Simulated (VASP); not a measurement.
# Al (Cm) in VASP: a series of runs

Al is run at these levels: PBEsol; tasks: single point.

Program: VASP 6.6.1. These are calculated values, not measurements. Logs are shortened: lines on timing, memory, paths and dates and some standing lists are left out, and cuts for length are marked.

## (1) The cell of the first run

It takes space group Cm (No. 8, monoclinic). The conventional cell has a = 9.087 Å, b = 6.425 Å, c = 6.425 Å, α = 90.00°, β = 135.00°, γ = 90.00°. Al (site symmetry m) has 5 Al at 2.02 to 2.66 Å within 2.7 Å. Within 2.8 Å of Al (site symmetry 1) lie 7 Al at 2.02 to 2.78 Å. Al (site symmetry 1) has 14 Al at 2.66 to 3.40 Å within 3.5 Å. Al (site symmetry m) has 16 Al at 2.78 to 3.86 Å within 3.9 Å. Al (site symmetry m) has 15 Al at 2.78 to 3.45 Å within 3.7 Å. Within 2.8 Å of Al (site symmetry m) lie 9 Al at 2.10 to 2.78 Å.

## (2) Single point, PBEsol (atom 1 (Al) moved by -1.170 Å along [1 0 0] and -0.468 Å along [0 1 0])

INCAR

```
ALGO = Fast ; EDIFF = 1E-7
ENCUT = 520 ; GGA = PS
ISIF = 2 ; ISMEAR = 0
LASPH = True ; LCHARG = False
LREAL = False ; LWAVE = False
NBANDS = 22 ; NELM = 60
PREC = Accurate ; SIGMA = 0.15
```

KPOINTS

```
k-points
0
Gamma
  10 10 10
```

POSCAR

```
Al
1.0
    3.2126361663      3.2126361663      3.2126361663
   -3.2126361663     -3.2126361663      3.2126361663
    3.2126361663     -3.2126361663     -3.2126361663
Al
8
Direct
   -0.1820934490      0.5728373796      0.3907439306
    0.0000000000      0.0000000000      0.5000000000
    0.0000000000      0.5000000000      0.0000000000
    0.0000000000      0.0000000000      0.0000000000
    0.5000000000      0.5000000000      0.5000000000
    0.5000000000      0.0000000000      0.5000000000
    0.5000000000      0.5000000000      0.0000000000
    0.5000000000      0.0000000000      0.0000000000
```

Potentials or basis: VASP PAW PBE potentials, release 64 (Al).

Launch:

```bash
> cat potpaw_PBE.64/Al/POTCAR > POTCAR
> mpirun -np 1 vasp_std > vasp.out
```

OUTCAR:

```text
EDIFF = 1E-7
   ENCUT = 520
   GGA = PS
   ISIF = 2
   ISMEAR = 0
   LASPH = True
   LREAL = False
   NELM = 60
   PREC = Accurate

 ion  position               nearest neighbor table
   1  0.818  0.573  0.391-   5 2.02   2 2.02   7 2.10   8 2.66   3 2.66   4 2.98
   2  0.000  0.000  0.500-   1 2.02   4 2.78   6 2.78   7 2.78   4 2.78   6 2.78   7 2.78   3 3.21
                             3 3.21   5 3.21   8 3.21   5 3.21   8 3.21
   3  0.000  0.500  0.000-   1 2.66   4 2.78   6 2.78   7 2.78   4 2.78   7 2.78   6 2.78   2 3.21
                             2 3.21   5 3.21   5 3.21   8 3.21   8 3.21
   4  0.000  0.000  0.000-   2 2.78   3 2.78   5 2.78   8 2.78   2 2.78   3 2.78   8 2.78   5 2.78
                             1 2.98   6 3.21   6 3.21   7 3.21   7 3.21
   5  0.500  0.500  0.500-   1 2.02   4 2.78   6 2.78   7 2.78   7 2.78   6 2.78   4 2.78   3 3.21
                             2 3.21   8 3.21   3 3.21   2 3.21   8 3.21
   6  0.500  0.000  0.500-   2 2.78   3 2.78   5 2.78   8 2.78   8 2.78   5 2.78   2 2.78   3 2.78
                             7 3.21   7 3.21   4 3.21   4 3.21
   7  0.500  0.500  0.000-   1 2.10   2 2.78   3 2.78   5 2.78   8 2.78   5 2.78   8 2.78   3 2.78
                             2 2.78   6 3.21   6 3.21   4 3.21   4 3.21
   8  0.500  0.000  0.000-   1 2.66   4 2.78   6 2.78   7 2.78   6 2.78   7 2.78   4 2.78   5 3.21
                             3 3.21   5 3.21   2 3.21   2 3.21   3 3.21

  LATTYP: Found a body centered cubic cell.
 ALAT       =     6.4252723326

  Lattice vectors:

 A1 = (   3.2126361663,   3.2126361663,   3.2126361663)
 A2 = (  -3.2126361663,  -3.2126361663,   3.2126361663)
 A3 = (   3.2126361663,  -3.2126361663,  -3.2126361663)

Analysis of symmetry for initial positions (statically):
=====================================================================
 Subroutine PRICEL returns:
 Original cell was already a primitive cell.

 Routine SETGRP: Setting up the symmetry group for a
 body centered cubic supercell.

 Subroutine GETGRP returns: Found  2 space group operations
 (whereof  2 operations were pure point group operations)
 out of a pool of 48 trial point group operations.

The static configuration has the point symmetry C_1h.

Analysis of symmetry for dynamics (positions and initial velocities):
=====================================================================
 Subroutine PRICEL returns:
 Original cell was already a primitive cell.

 Routine SETGRP: Setting up the symmetry group for a
 body centered cubic supercell.

 Subroutine GETGRP returns: Found  2 space group operations
 (whereof  2 operations were pure point group operations)
 out of a pool of 48 trial point group operations.

The dynamic configuration has the point symmetry C_1h.

 Subroutine INISYM returns: Found  2 space group operations
 (whereof  2 operations are pure point group operations),
 and found     1 'primitive' translations

----------------------------------------------------------------------------------------

                                     Primitive cell

  volume of cell :     132.6309

  direct lattice vectors                    reciprocal lattice vectors
     3.212636166  3.212636166  3.212636166     0.155635427  0.000000000  0.155635427
    -3.212636166 -3.212636166  3.212636166     0.000000000 -0.155635427  0.155635427
     3.212636166 -3.212636166 -3.212636166     0.155635427 -0.155635427  0.000000000

  length of vectors
     5.564449066  5.564449066  5.564449066     0.220101731  0.220101731  0.220101731

  position of ions in fractional coordinates (direct lattice)
     0.817906551  0.572837380  0.390743931
     0.000000000  0.000000000  0.500000000
     0.000000000  0.500000000  0.000000000
     0.000000000  0.000000000  0.000000000
     0.500000000  0.500000000  0.500000000
     0.500000000  0.000000000  0.500000000
     0.500000000  0.500000000  0.000000000
     0.500000000  0.000000000  0.000000000

  ion indices of the primitive-cell ions
   primitive index   ion index
                 1           1
                 2           2
                 3           3
                 4           4
                 5           5
                 6           6
                 7           7
                 8           8

----------------------------------------------------------------------------------------

 KPOINTS: k-points

Automatic generation of k-mesh.
 Grid dimensions read from file:
 generate k-points for:   10   10   10

 Generating k-lattice:

  Cartesian coordinates                     Fractional coordinates (reciprocal lattice)
     0.015563543  0.000000000  0.015563543     0.100000000  0.000000000  0.000000000
     0.000000000 -0.015563543  0.015563543     0.000000000  0.100000000  0.000000000
     0.015563543 -0.015563543  0.000000000     0.000000000  0.000000000  0.100000000

  Length of vectors
     0.022010173  0.022010173  0.022010173

  Shift w.r.t. Gamma in fractional coordinates (k-lattice)
     0.000000000  0.000000000  0.000000000

 Subroutine IBZKPT returns following result:
 ===========================================

 Found    282 irreducible k-points:

 Following reciprocal coordinates:
            Coordinates               Weight
  0.000000  0.000000  0.000000      1.000000
  0.100000  0.000000  0.000000      4.000000
  0.000000  0.100000  0.000000      4.000000
  0.000000  0.000000  0.100000      2.000000
  0.100000 -0.100000  0.000000      2.000000
  0.200000  0.000000  0.000000      4.000000
[... 16 lines left out ...]
  0.000000  0.100000  0.100000      4.000000
  0.100000  0.000000  0.100000      4.000000
 [... further k-points ...]
   k-points           NKPTS =    282   k-points in BZ     NKDIM =    282   number of bands    NBANDS=     22
   number of dos      NEDOS =    301   number of ions     NIONS =      8
   total plane-waves  NPLWV =  74088
   dimension x,y,z NGX =    42 NGY =   42 NGZ =   42
   dimension x,y,z NGXF=    84 NGYF=   84 NGZF=   84
   ions per type =               8
   NGX,Y,Z   is equivalent  to a cutoff of  12.55, 12.55, 12.55 a.u.
   NGXF,Y,Z  is equivalent  to a cutoff of  25.10, 25.10, 25.10 a.u.
 SYSTEM =  unknown system
   PREC   = accura    normal or accurate (medium, high low for compatibility)
   ISTART =      0    job   : 0-new  1-cont  2-samecut
   ICHARG =      2    charge: 1-file 2-atom 10-const
   ISPIN  =      1    spin polarized calculation?
   LNONCOLLINEAR =      F non collinear calculations
   LSORBIT =      F    spin-orbit coupling
   LASPH  =      T    aspherical Exc in radial PAW
   ENCUT  =  520.0 eV  38.22 Ry    6.18 a.u.  10.35 10.35 10.35*2*pi/ulx,y,z
   NELM   =     60;   NELMIN=  2; NELMDL= -5     # of ELM steps
   EDIFF  = 0.1E-06   stopping-criterion for ELM
   LREAL  =      F    real-space projection
   EDIFFG = 0.1E-05   stopping-criterion for IOM
   NSW    =      0    number of steps for IOM
   IBRION =     -1    ionic relax: 0-MD 1-quasi-New 2-CG
   NFREE  =      0    steps in history (QN), initial steepest desc. (CG)
   ISIF   =      2    stress and relaxation
   ISYM   =      2    0-nonsym 1-usesym 2-fastsym
   POTIM  = 0.5000    time-step for ionic-motion
   TEBEG  =    0.0;   TEEND  =   0.0 temperature during run
   PSTRESS=    0.0 pullay stress
   NELECT =      24.0000    total number of electrons
   NUPDOWN=      -1.0000    fix difference up-down
   EMIN   =  10.00;   EMAX   =-10.00  energy-range for DOS
   EFERMI =   0.00;   METHOD = LEGACY
   ISMEAR =     0;   SIGMA  =   0.15  broadening in eV -4-tet -1-fermi 0-gaus
   EFERMI_NEDOS =   21; number of points for ismear=-14 and -15
   IALGO  =     68    algorithm
   IMIX   =      4    mixing-type and parameters
     AMIX     =   0.40;   BMIX     =  1.00
     AMIX_MAG =   1.60;   BMIX_MAG =  1.00
  volume/ion in A,a.u.               =      16.58       111.88
  Fermi-wavevector in a.u.,A,eV,Ry     =   0.925970  1.749830 11.665920  0.857421
  Thomas-Fermi vector in A             =   2.051882
   LORBIT       =      0    0 simple, 1 ext, 2 COOP (PROOUT), +10 PAW based schemes
   GGA     = PS    functional components
   LHFCALC =     F    Hartree Fock is set to
   AEXX    =    0.0000 exact exchange contribution
   IVDW    =     0    specifies the selected vdW correction
   LEPSILON=     F    determine dielectric tensor
   LRPA    =     F    only Hartree local field effects (RPA)
 non-spin polarized calculation
 RMM-DIIS sequential band-by-band and
 Gauss-broadening in eV      SIGMA  =   0.15
  energy-cutoff  :      520.00
  volume of cell :      132.63
 maximum number of plane-waves:      3593
 NGX is ok and might be reduce to    42
   NGX = 21   NGY = 21   NGZ = 21

 number of electron      23.9999999 magnetization

 Free energy of the ion-electron system (eV)
  ---------------------------------------------------
  ext. energy  EPLUGINS =         0.00000000
  ---------------------------------------------------
  free energy    TOTEN  =       -26.69110931 eV

  energy without entropy =      -26.65697966  energy(sigma->0) =      -26.67404448

 E-fermi :   7.7436     XC(G=0): -10.1619

 val. band max:        7.7416150337   @ k =   0.2000   0.3000  -0.3000
 cond. band min:       7.7458900040   @ k =   0.1000   0.5000   0.5000
 fundamental gap:      0.0042749703
 Fermi energy:         7.7436198809

 k-point     1 :       0.0000    0.0000    0.0000
  band No.  band energies     occupation
      1      -3.5171      2.00000
      2       1.9394      2.00000
      3       2.6351      2.00000
      4       2.6558      2.00000
      5       3.3530      2.00000
      6       3.4480      2.00000
[... 14 lines left out ...]
     21      14.8963      0.00000
     22      14.9742      0.00000

 k-point     2 :       0.1000    0.0000    0.0000
  band No.  band energies     occupation
      1      -3.4510      2.00000
      2       1.5362      2.00000
      3       2.3839      2.00000
      4       2.5543      2.00000
      5       3.0061      2.00000
      6       3.3269      2.00000
[... 14 lines left out ...]
     21      14.1827      0.00000
     22      14.4017      0.00000
[... 523 lines left out ...]
     21      13.6302      0.00000
     22      13.8504      0.00000

 k-point    24 :       0.1000    0.0000    0.1000
  band No.  band energies     occupation
      1      -3.3174      2.00000
      2       1.0237      2.00000
      3       1.7249      2.00000
      4       2.5789      2.00000
      5       2.8574      2.00000
      6       2.9798      2.00000
[... 14 lines left out ...]
     21      13.7475      0.00000
     22      13.9404      0.00000

 [... further k-points ...]
[... 5 lines left out ...]
  --------------------------------------------------------------------------------------
  -------------------------------------------------------------------------------------
  Total       10.9295953      9.6196311     18.4111468      1.5002537      0.0000000      0.0000000
  in kB      132.0292144    116.2048824    222.4061543     18.1230240      0.0000000      0.0000000
  external PRESSURE =     156.8800837 kB  Pullay stress =       0.0000000 kB

 VOLUME and BASIS-vectors are now :
 -----------------------------------------------------------------------------
  energy-cutoff  :      520.00
  volume of cell :      132.63
      direct lattice vectors                 reciprocal lattice vectors
     3.212636166  3.212636166  3.212636166     0.155635427  0.000000000  0.155635427
    -3.212636166 -3.212636166  3.212636166     0.000000000 -0.155635427  0.155635427
     3.212636166 -3.212636166 -3.212636166     0.155635427 -0.155635427  0.000000000

 POSITION                                       TOTAL-FORCE (eV/Angst)
 -----------------------------------------------------------------------------------
      2.04264     -0.46800      3.21264         9.183508      6.569250      0.000000
      1.60632     -1.60632     -1.60632        -1.785406     -4.321219      6.105298
     -1.60632     -1.60632      1.60632        -0.060575      0.421594      0.272100
      0.00000      0.00000      0.00000        -0.146025      0.110424     -0.000000
      1.60632     -1.60632      1.60632        -1.785406     -4.321219     -6.105298
      3.21264      0.00000      0.00000        -0.059843      0.022150     -0.000000
      0.00000      0.00000      3.21264        -5.285676      1.097426      0.000000
      1.60632      1.60632      1.60632        -0.060575      0.421594     -0.272100
 -----------------------------------------------------------------------------------
    total drift:                                0.000004     -0.000007     -0.000000

  FREE ENERGIE OF THE ION-ELECTRON SYSTEM (eV)
  ---------------------------------------------------
  free  energy   TOTEN  =       -26.6911093070 eV

  energy  without entropy=      -26.6569796607  energy(sigma->0) =      -26.67404448
```

Wall time 25 min (1 thread of Intel Xeon Platinum 8488C (Sapphire Rapids), shared host); peak memory 0.65 GiB.

What came out:

| Item | Value |
| --- | --- |
| Free energy | -26.6911 eV |
| Pressure | 15.7 GPa |
| Largest force | 11.291 eV/Å |
| Band gap on the k mesh | zero (bands 12 and 13 overlap by 3.16 eV) |

Forces in eV/Å, atoms in the order of the input:
```
Al   9.184  6.569  0.000
Al  -1.785 -4.321  6.105
Al  -0.061  0.422  0.272
Al  -0.146  0.110  0.000
Al  -1.785 -4.321 -6.105
Al  -0.060  0.022  0.000
Al  -5.286  1.097  0.000
Al  -0.061  0.422 -0.272
```

Stress tensor (GPa, compression positive):
```
13.20  1.81  0.00
 1.81 11.62  0.00
 0.00  0.00 22.24
```

Levels at points of the mesh, in eV from the Fermi level:
| k point | band 10 | band 11 | band 12 | band 13 | band 14 | band 15 |
| --- | --- | --- | --- | --- | --- | --- |
| (0.00, 0.00, 0.00) | -3.68 | -3.27 | -3.23 | -2.01 | 1.73 | 1.92 |
| (0.50, 0.00, 0.00) | -1.55 | -0.01 | 0.11 | 0.59 | 0.92 | 1.13 |
| (0.00, 0.50, 0.00) | -1.82 | -0.25 | 0.49 | 0.59 | 0.94 | 1.09 |
| (0.00, 0.00, 0.50) | -1.75 | -0.21 | -0.04 | 0.60 | 0.78 | 1.22 |
| (0.50, 0.50, 0.00) | -1.47 | 0.22 | 0.56 | 0.64 | 0.76 | 1.11 |
| (0.50, 0.50, 0.50) | -0.82 | -0.58 | -0.32 | -0.14 | 0.62 | 3.59 |

Caveat: the cell differs from its parent crystal (atom 1 (Al) moved by -1.170 Å along [1 0 0] and -0.468 Å along [0 1 0]); the stress differs along the axes, from 12 to 22 GPa; the PAW data sets were made with another functional, which shifts forces and pressure a little.

## (3) Single point, PBEsol (atom 1 (Al) moved by -0.936 Å along [1 0 0] and -0.234 Å along [0 1 0])

INCAR

```
PREC     = Accurate       # precision mode
ENCUT    = 520            # plane-wave cutoff, eV
EDIFF    = 1E-6           # SCF threshold, eV
ISMEAR   = 0              # smearing method
SIGMA    = 0.15           # smearing width, eV
LREAL    = F              # projectors in reciprocal space
LASPH    = T              # aspherical terms in the spheres
NELM     = 100            # most SCF steps
ALGO     = Fast           # electronic algorithm
ISIF     = 2              # what is computed and relaxed
LWAVE    = F              # write WAVECAR
LCHARG   = F              # write CHGCAR
GGA      = PS             # functional
NBANDS   = 22             # bands
```

KPOINTS

```
Automatic mesh
0
Gamma
  10 10 10
```

Changes to POSCAR since step 2:

```diff
@@ -8,3 +8,3 @@
 Direct
-   -0.1820934490      0.5728373796      0.3907439306
+   -0.1456747592      0.5364186898      0.3907439306
     0.0000000000      0.0000000000      0.5000000000
```

Potentials or basis: VASP PAW PBE potentials, release 64 (Al).

Launch:

```bash
> cat potpaw_PBE.64/Al/POTCAR > POTCAR
> mpirun -np 1 vasp_std > vasp.out
```

Run time: 21 min. Hardware: 1 thread of Intel Xeon Platinum 8488C (Sapphire Rapids), shared host; peak memory 0.64 GiB.

Results (log left out):

| Property | Result |
| --- | --- |
| Free energy | -29.5232 eV |
| Pressure | 8.6 GPa |
| Largest force | 6.353 eV/Å |
| Band gap on the k mesh | zero (bands 12 and 13 overlap by 3.63 eV) |

Forces in eV/Å, atoms in the order of the input:
```
Al   5.641  2.922  0.000
Al  -1.206 -2.355  2.770
Al  -0.234  0.766  0.643
Al  -0.095  0.054  0.000
Al  -1.206 -2.355 -2.770
Al  -0.081 -0.002  0.000
Al  -2.585  0.204  0.000
Al  -0.234  0.766 -0.643
```

Stress tensor (GPa, compression positive):
```
 7.32  2.24  0.00
 2.24  8.22  0.00
 0.00  0.00 10.30
```

Levels at points of the mesh, in eV from the Fermi level:
```tsv
k point	band 9	band 10	band 11	band 12	band 13	band 14	band 15	band 16
(0.00, 0.00, 0.00)	-3.78	-3.76	-3.38	-3.36	-2.45	1.77	1.82	2.18
(0.50, 0.00, 0.00)	-2.12	-1.68	0.11	0.25	0.70	0.90	1.05	1.50
(0.00, 0.50, 0.00)	-2.31	-1.94	-0.14	0.50	0.78	0.92	1.11	1.40
(0.00, 0.00, 0.50)	-2.17	-1.77	0.01	0.15	0.79	0.80	1.05	1.53
(0.50, 0.50, 0.00)	-2.06	-1.61	0.25	0.39	0.72	0.79	1.14	1.48
(0.50, 0.50, 0.50)	-1.12	-0.82	-0.54	-0.47	0.05	0.47	3.82	3.92
```

Caveat: the cell differs from its parent crystal (atom 1 (Al) moved by -0.936 Å along [1 0 0] and -0.234 Å along [0 1 0]); the cell stands under pressure; the PAW data sets were made with another functional, which shifts forces and pressure a little.
